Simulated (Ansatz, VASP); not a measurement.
# Rh in VASP and in Ansatz

File INCAR:

```
SYSTEM = Rh
ALGO     = Fast           ! electronic algorithm
EDIFF    = 1E-7           ! SCF threshold, eV
ENCUT    = 520            ! plane-wave cutoff, eV
ISIF     = 2              ! what is computed and relaxed
ISMEAR   = 0              ! smearing method
LASPH    = .TRUE.         ! aspherical terms in the spheres
LCHARG   = .FALSE.        ! write CHGCAR
LREAL    = .FALSE.        ! projectors in reciprocal space
LWAVE    = .FALSE.        ! write WAVECAR
NBANDS   = 38             ! bands
NELM     = 80             ! most SCF steps
PREC     = Accurate       ! precision mode
SIGMA    = 0.15           ! smearing width, eV
```

File KPOINTS:

```
k-points
0
G
  18 18 6
  0 0 0
```

POSCAR

```
Rh
1.0
    2.7058856532      0.0000000000      0.0000000000
   -1.3529428266      2.0060020565      0.0000000000
    0.0000000000      0.0000000000      9.6202383977
Rh
4
Direct
    0.0000000000      0.0000000000      0.0000000000
    0.3333333333      0.6666666667      0.2500000000
    0.0000000000      0.0000000000      0.5000000000
    0.6666666667      0.3333333333      0.7500000000
```

Input for Ansatz:

```yaml
crystal:
  lattice:
    - [2.7058856532, 0.0, 0.0]
    - [-1.3529428266, 2.0060020565, 0.0]
    - [0.0, 0.0, 9.6202383977]
  atoms:
    - { symbol: Rh, position: [0.0, 0.0, 0.0] }
    - { symbol: Rh, position: [0.3333333333, 0.6666666667, 0.25] }
    - { symbol: Rh, position: [0.0, 0.0, 0.5] }
    - { symbol: Rh, position: [0.6666666667, 0.3333333333, 0.75] }
basis:
  ecutwfc: 420
kpoints:
  mp_grid: { grid: [18, 18, 6] }
hamiltonian:
  xc: lda
  pseudopotentials: { kind: paw, azcp: { folder: soft_1 } }
scf:
  occupations: { method: gaussian, width: 0.15 }
output:
  forces: true
  stress: true
  eigenvalues: true
```

Change from the starting cell: strain +e along x and -e along y +0.0733, strain +e along z and -e/2 along x and y +0.1100.

Alike in both runs: task single point; functional LDA; k mesh 18 × 18 × 6; occupations gaussian, width 0.15 eV; no spin polarisation.

|  | VASP | Ansatz |
| --- | --- | --- |
| version | VASP 6.6.1 | Ansatz 0.2.0 |
| potentials or method | VASP PAW LDA potentials, release 64 (Rh_pv), cutoff 520 eV | scalar-relativistic, plane waves, PAW |
| valence electrons in the cell | 60 | 68 |

```tsv
	VASP	Ansatz	Ansatz less VASP
gap on the k mesh at the Fermi level (eV)	none	none	-
pressure (GPa)	23.9	22.9	-1.02
traceless stress, the component that is largest in VASP (GPa)	56.19	55.97	-0.220
rms of the force components (eV/Å)	0.056	0.055	-0.0017
```

Ansatz warns that its potentials were made for another functional, while VASP's fit it. LDA's correlation is that of Perdew and Zunger in VASP and of Perdew and Wang (1992) in Ansatz. Atom by atom the forces differ by 0.002 eV/Å (rms over components). A gap of «none» marks a metal or a gap that the smearing closes. VASP's potentials hold 60 valence electrons a cell and Ansatz's 68, so a difference there can come from the potentials and not from the codes.
